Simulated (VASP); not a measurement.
Input of a VASP 6.6.1 run:

INCAR

```
PREC = Accurate ; ENCUT = 520
EDIFF = 1E-6 ; ISMEAR = 0
SIGMA = 0.1 ; LREAL = F
LASPH = T ; NELM = 150
ALGO = Normal ; ISIF = 2
LWAVE = F ; LCHARG = F
ISPIN = 2 ; MAGMOM = 0 2.57 2 2
LORBIT = 11 ; LMAXMIX = 4
GGA = PS ; NBANDS = 26
```

Contents of KPOINTS:

```
Automatic mesh
0
Gamma
  12 12 12
```

Contents of POSCAR:

```
AlFe3
1.0
    0.0000000000      2.8307966012      2.8307966012
    2.8307966012      0.0000000000      2.8307966012
    2.8307966012      2.8307966012      0.0000000000
Al Fe
1 3
Direct
    0.0000000000      0.0000000000      0.0000000000
    0.5000000000      0.5000000000      0.5000000000
    0.2500000000      0.2500000000      0.2500000000
    0.7500000000      0.7500000000      0.7500000000
```

Potentials or basis: VASP PAW PBE potentials, release 64 (Al, Fe).

The run is started by

```sh
$ cat potpaw_PBE.64/Al/POTCAR potpaw_PBE.64/Fe/POTCAR > POTCAR
$ mpirun -np 1 vasp_std > vasp.out
```

Task: Predict the pressure.

Result: 0.1 GPa.

Task: What does it give for the site moments?

Result: Al -0.05; Fe +2.31, +1.80 (each value once) μB.

Caveat: the PAW data sets were made with another functional, which shifts forces and pressure a little.
